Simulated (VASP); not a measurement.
# MgB2 (P1) in VASP: a series of runs

MgB2 is run at these levels: PBE; tasks: single point.

All numbers are computed with VASP 6.6.1; they aren't measurements. Logs are shortened: lines on timing, memory, paths and dates and some standing lists are left out, and cuts for length are marked.

## (1) The cell of the first run

The typed cell holds 3 atoms: a = 3.085 Å, b = 3.085 Å, c = 3.523 Å, α = 90.00°, β = 90.00°, γ = 120.00°.

## (2) Single point, PBE

INCAR

```
PREC     = Accurate       # precision mode
ENCUT    = 600            # plane-wave cutoff, eV
EDIFF    = 1E-6           # SCF threshold, eV
ISMEAR   = -1             # smearing method
SIGMA    = 0.1            # smearing width, eV
LREAL    = F              # projectors in reciprocal space
LASPH    = T              # aspherical terms in the spheres
NELM     = 120            # most SCF steps
ALGO     = Normal         # electronic algorithm
ISIF     = 2              # what is computed and relaxed
LWAVE    = F              # write WAVECAR
LCHARG   = T              # write CHGCAR
GGA      = PE             # functional
LELF     = T              # ELF
LVHAR    = T            
NBANDS   = 11             # bands
GGA_COMPAT= F
```

KPOINTS

```
regular mesh
0
Gamma
  5 5 4
```

POSCAR

```
MgB2
1.0
    3.0850000000      0.0000000000      0.0000000000
   -1.5425000000      2.6716880000      0.0000000000
    0.0000000000      0.0000000000      3.5230000000
Mg B
1 2
Direct
   -0.0043709785     -0.0005883152      0.0004290380
    0.3410911509      0.6713788592      0.5025872804
    0.6687364745      0.3299438975      0.4964480791
```

Potentials or basis: VASP PAW PBE potentials, release 64 (Mg, B).

Run with:

```sh
$ cat potpaw_PBE.64/Mg/POTCAR potpaw_PBE.64/B/POTCAR > POTCAR
$ mpirun -np 1 vasp_std > vasp.out
```

OUTCAR:

```text
PREC = Accurate
   ENCUT = 600
   EDIFF = 1E-6
   ISMEAR = -1
   LREAL = F
   LASPH = T
   NELM = 120
   ISIF = 2
   GGA = PE

 ion  position               nearest neighbor table
   1  0.996  0.999  0.000-   2 2.48   3 2.48   2 2.49   3 2.50   3 2.50   3 2.51   2 2.51   2 2.51
                             3 2.52   2 2.52   2 2.52   3 2.53
   2  0.341  0.671  0.503-   3 1.76   3 1.79   3 1.80   1 2.48   1 2.49   1 2.51   1 2.51   1 2.52
                             1 2.52
   3  0.669  0.330  0.496-   2 1.76   2 1.79   2 1.80   1 2.48   1 2.50   1 2.50   1 2.51   1 2.52
                             1 2.53

  LATTYP: Found a hexagonal cell.
 ALAT       =     3.0850000000
 C/A-ratio  =     1.1419773096

  Lattice vectors:

 A1 = (   3.0850000000,   0.0000000000,   0.0000000000)
 A2 = (  -1.5425000000,   2.6716880000,   0.0000000000)
 A3 = (   0.0000000000,   0.0000000000,   3.5230000000)

Analysis of symmetry for initial positions (statically):
=====================================================================
 Subroutine PRICEL returns:
 Original cell was already a primitive cell.

 Routine SETGRP: Setting up the symmetry group for a
 hexagonal supercell.

 Subroutine GETGRP returns: Found  1 space group operations
 (whereof  1 operations were pure point group operations)
 out of a pool of 24 trial point group operations.

The static configuration has the point symmetry C_1 .

Analysis of symmetry for dynamics (positions and initial velocities):
=====================================================================
 Subroutine PRICEL returns:
 Original cell was already a primitive cell.

 Routine SETGRP: Setting up the symmetry group for a
 hexagonal supercell.

 Subroutine GETGRP returns: Found  1 space group operations
 (whereof  1 operations were pure point group operations)
 out of a pool of 24 trial point group operations.

The dynamic configuration has the point symmetry C_1 .

 Subroutine INISYM returns: Found  1 space group operations
 (whereof  1 operations are pure point group operations),
 and found     1 'primitive' translations

----------------------------------------------------------------------------------------

                                     Primitive cell

  volume of cell :      29.0371

  direct lattice vectors                    reciprocal lattice vectors
[... 96 lines left out ...]
   ISYM   =      2    0-nonsym 1-usesym 2-fastsym
   POTIM  = 0.5000    time-step for ionic-motion
   TEBEG  =    0.0;   TEEND  =   0.0 temperature during run
   PSTRESS=    0.0 pullay stress
   NELECT =       8.0000    total number of electrons
   NUPDOWN=      -1.0000    fix difference up-down
   EMIN   =  10.00;   EMAX   =-10.00  energy-range for DOS
   EFERMI =   0.00;   METHOD = LEGACY
   ISMEAR =    -1;   SIGMA  =   0.10  broadening in eV -4-tet -1-fermi 0-gaus
   EFERMI_NEDOS =   21; number of points for ismear=-14 and -15
   IALGO  =     38    algorithm
   IMIX   =      4    mixing-type and parameters
     AMIX     =   0.40;   BMIX     =  1.00
     AMIX_MAG =   1.60;   BMIX_MAG =  1.00
  volume/ion in A,a.u.               =       9.68        65.32
  Fermi-wavevector in a.u.,A,eV,Ry     =   1.065255  2.013040 15.439463  1.134769
  Thomas-Fermi vector in A             =   2.200801
   LORBIT       =      0    0 simple, 1 ext, 2 COOP (PROOUT), +10 PAW based schemes
   GGA     = PE    functional components
   LHFCALC =     F    Hartree Fock is set to
   AEXX    =    0.0000 exact exchange contribution
   IVDW    =     0    specifies the selected vdW correction
   LEPSILON=     F    determine dielectric tensor
   LRPA    =     F    only Hartree local field effects (RPA)
 non-spin polarized calculation
  energy-cutoff  :      600.00
  volume of cell :       29.04
 maximum number of plane-waves:       986
 NGX is ok and might be reduce to    28
   NGX = 13   NGY = 13   NGZ = 15

 number of electron       8.0000000 magnetization

 Free energy of the ion-electron system (eV)
  ---------------------------------------------------
  ext. energy  EPLUGINS =         0.00000000
  ---------------------------------------------------
  free energy    TOTEN  =       -15.33543921 eV

  energy without entropy =      -15.31748976  energy(sigma->0) =      -15.32646448

 E-fermi :   5.3960     XC(G=0): -10.9101

 val. band max:        5.2063141534   @ k =   0.4000   0.0000   0.5000
 cond. band min:       5.4785473953   @ k =  -0.2000  -0.4000   0.2500
 fundamental gap:      0.2722332419
 Fermi energy:         5.3960493478

 k-point     1 :       0.0000    0.0000    0.0000
  band No.  band energies     occupation
      1      -7.1515      2.00000
      2       2.3285      2.00000
      3       5.4808      0.59992
      4       5.7649      0.04879
      5       6.9164      0.00000
      6      11.3880      0.00000
      7      11.7298      0.00000
      8      13.3356      0.00000
      9      15.1963      0.00000
     10      17.9123      0.00000
     11      21.3828      0.00000
[... 309 lines left out ...]
 k-point    24 :      -0.4000   -0.0000    0.2500
  band No.  band energies     occupation
      1      -4.0102      2.00000
      2      -0.7336      2.00000
      3       2.4790      2.00000
      4       3.3581      2.00000
      5       6.7415      0.00000
      6      10.2562      0.00000
      7      13.2340      0.00000
      8      15.4092      0.00000
      9      15.6803      0.00000
     10      17.2758      0.00000
     11      19.2648      0.00000

 [... further k-points ...]

------------------------ aborting loop because EDIFF is reached ----------------------------------------

  FORCE on cell =-STRESS in cart. coord.  units (eV):
  Direction    XX          YY          ZZ          XY          YZ          ZX
  --------------------------------------------------------------------------------------
  -------------------------------------------------------------------------------------
  Total       -0.2991556     -0.2740771     -0.2107961      0.0004841     -0.0011910     -0.0022711
  in kB      -16.5064659    -15.1227180    -11.6310661      0.0267086     -0.0657171     -0.1253116
  external PRESSURE =     -14.4200833 kB  Pullay stress =       0.0000000 kB

 VOLUME and BASIS-vectors are now :
 -----------------------------------------------------------------------------
  energy-cutoff  :      600.00
  volume of cell :       29.04
      direct lattice vectors                 reciprocal lattice vectors
     3.085000000  0.000000000  0.000000000     0.324149109  0.187147601  0.000000000
    -1.542500000  2.671688000  0.000000000     0.000000000  0.374295202  0.000000000
     0.000000000  0.000000000  3.523000000     0.000000000  0.000000000  0.283848992

 POSITION                                       TOTAL-FORCE (eV/Angst)
 -----------------------------------------------------------------------------------
      1.52992      2.67012      0.00151         0.126554      0.015739     -0.021114
      0.01666      1.79371      1.77061        -0.119480     -0.253417     -0.194205
      1.55411      0.88151      1.74899        -0.007075      0.237679      0.215319
 -----------------------------------------------------------------------------------
    total drift:                               -0.000027     -0.000003      0.000008

  FREE ENERGIE OF THE ION-ELECTRON SYSTEM (eV)
  ---------------------------------------------------
  free  energy   TOTEN  =       -15.3354392097 eV

  energy  without entropy=      -15.3174897589  energy(sigma->0) =      -15.32646448
```

OSZICAR:

```text
N       E                     dE             d eps       ncg     rms          rms(c)
DAV:   1     0.788570611191E+01    0.78857E+01   -0.40372E+03  1146   0.682E+02
DAV:   2    -0.162715157079E+02   -0.24157E+02   -0.22854E+02  1470   0.114E+02
DAV:   3    -0.170162212976E+02   -0.74471E+00   -0.74203E+00  1494   0.167E+01
DAV:   4    -0.170183813577E+02   -0.21601E-02   -0.21593E-02  1265   0.952E-01
DAV:   5    -0.170183897350E+02   -0.83773E-05   -0.83767E-05  1396   0.644E-02    0.524E+00
DAV:   6    -0.155835003388E+02    0.14349E+01   -0.17430E+00  1269   0.617E+00    0.250E+00
DAV:   7    -0.153404963525E+02    0.24300E+00   -0.95197E-01  1323   0.454E+00    0.761E-01
DAV:   8    -0.153384405681E+02    0.20558E-02   -0.63293E-02  1269   0.145E+00    0.326E-01
DAV:   9    -0.153355665270E+02    0.28740E-02   -0.56533E-03  1269   0.395E-01    0.680E-02
DAV:  10    -0.153354445220E+02    0.12201E-03   -0.88924E-04  1329   0.152E-01    0.250E-02
DAV:  11    -0.153354402700E+02    0.42520E-05   -0.28335E-05  1236   0.360E-02    0.482E-03
DAV:  12    -0.153354391447E+02    0.11253E-05   -0.38695E-06  1308   0.977E-03    0.912E-04
DAV:  13    -0.153354392097E+02   -0.65006E-07   -0.12660E-07   681   0.237E-03
   1 F= -.15335439E+02 E0= -.15326464E+02  d E =-.179495E-01
```

stdout:

```text
POSCAR found type information on POSCAR MgB
 POSCAR found :  2 types and       3 ions
 scaLAPACK will be used
 LDA part: xc-table for (Slater+PW92), standard interpolation
 POSCAR, INCAR and KPOINTS ok, starting setup
 FFT: planning ... GRIDC
 FFT: planning ... GRID_SOFT
 FFT: planning ... GRID
 WAVECAR not read
 entering main loop
```

It took 17 s on 1 thread of Intel Xeon 6975P-C, shared host; peak memory 0.17 GiB.

What came out:

```
Free energy            : -15.3354 eV
Pressure               : -1.4 GPa
Largest force          : 0.341 eV/Å
Band gap on the k mesh : zero (band 4 reaches 6.15 eV, above the bottom of band 5 at 3.89 eV)
```

Forces on the atoms (eV/Å):
```
Mg   0.127  0.016 -0.021
B   -0.119 -0.253 -0.194
B   -0.007  0.238  0.215
```

Caveat: the k points lie up to 0.47 Å⁻¹ apart.

## (3) Single point, PBE

INCAR

```
SYSTEM = MgB2
PREC = Accurate ; ENCUT = 600
EDIFF = 1E-6 ; ISMEAR = -1
SIGMA = 0.1 ; LREAL = .FALSE.
LASPH = .TRUE. ; NELM = 120
ALGO = Normal ; ISIF = 2
LWAVE = .FALSE. ; LCHARG = .FALSE.
GGA = PE ; NBANDS = 11
GGA_COMPAT = .FALSE.
```

KPOINTS

```
Automatic mesh
0
G
  5 5 4
  0 0 0
```

POSCAR

```
MgB2
1.0
    3.0850000000      0.0000000000      0.0000000000
   -1.5425000000      2.6716880000      0.0000000000
    0.0000000000      0.0000000000      3.5230000000
Mg B
1 2
Direct
   -0.0054556102     -0.0007343061      0.0005351852
    0.3429949472      0.6725177228      0.5032109638
    0.6692713437      0.3291332770      0.4955857367
```

Potentials or basis: VASP PAW PBE potentials, release 64 (Mg, B).

Run with:

```sh
$ cat potpaw_PBE.64/Mg/POTCAR potpaw_PBE.64/B/POTCAR > POTCAR
$ mpirun -np 1 vasp_std > vasp.out
```

Run time: 15 s. Hardware: 1 thread of Intel Xeon 6975P-C, shared host; peak memory 0.17 GiB.

The run converged. Its results:

```
Free energy            : -15.3317 eV
Pressure               : -1.4 GPa
Largest force          : 0.426 eV/Å
Band gap on the k mesh : zero (band 4 reaches 6.19 eV, above the bottom of band 5 at 3.88 eV)
```

Forces on the atoms (eV/Å):
```
Mg   0.159  0.020 -0.026
B   -0.149 -0.317 -0.242
B   -0.010  0.298  0.268
```

Stress tensor (GPa, compression positive):
```
-1.61  0.01 -0.02
 0.01 -1.41 -0.01
-0.02 -0.01 -1.17
```

Levels at points of the mesh, in eV from the Fermi level:
```tsv
k point	band 2	band 3	band 4	band 5	band 6	band 7
(0.00, 0.00, 0.00)	-3.06	0.06	0.41	1.53	5.96	6.38
(0.00, 0.00, 0.50)	-7.54	0.43	0.80	6.28	6.73	7.81
```

Caveat: the k points lie up to 0.47 Å⁻¹ apart.

## (4) Single point, PBE

INCAR

```
SYSTEM = MgB2
ALGO = Normal
EDIFF = 1E-6
ENCUT = 600
GGA = PE
GGA_COMPAT = .FALSE.
ISIF = 2
ISMEAR = -1
LASPH = .TRUE.
LCHARG = .FALSE.
LREAL = .FALSE.
LWAVE = .FALSE.
NBANDS = 11
NELM = 120
PREC = Accurate
SIGMA = 0.1
```

KPOINTS

```
k-points
0
G
  5 5 4
  0 0 0
```

POSCAR

```
MgB2
1.0
    3.0850000000      0.0000000000      0.0000000000
   -1.5425000000      2.6716880000      0.0000000000
    0.0000000000      0.0000000000      3.5230000000
Mg B
1 2
Direct
   -0.0065347924     -0.0008795677      0.0006405945
    0.3448749065      0.6736303381      0.5038193359
    0.6698177977      0.3283472653      0.4947403648
```

Run with:

```sh
$ cat potpaw_PBE.64/Mg/POTCAR potpaw_PBE.64/B/POTCAR > POTCAR
$ mpirun -np 1 vasp_std > vasp.out
```

Wall time 12 s (1 thread of Intel Xeon 6975P-C, shared host); peak memory 0.17 GiB.

The run converged. Its results:

- Free energy: -15.3273 eV
- Pressure: -1.3 GPa
- Largest force: 0.510 eV/Å
- Band gap on the k mesh: zero (band 4 reaches 6.23 eV, above the bottom of band 5 at 3.86 eV)

Forces on the atoms (eV/Å):
```
Mg   0.191  0.024 -0.031
B   -0.179 -0.381 -0.288
B   -0.013  0.358  0.319
```

Stress tensor (GPa, compression positive):
```
-1.56  0.01 -0.03
 0.01 -1.30 -0.01
-0.03 -0.01 -1.17
```

Levels at points of the mesh, in eV from the Fermi level:
```
           k point  band 1  band 2  band 3  band 4  band 5  band 6  band 7  band 8  band 9
(0.00, 0.00, 0.00)  -12.53   -3.05    0.04    0.46    1.53    5.93    6.43    7.96    9.82
(0.00, 0.00, 0.50)  -11.26   -7.54    0.40    0.85    6.24    6.79    7.81    9.69    9.86
```

Caveat: the k points lie up to 0.47 Å⁻¹ apart.
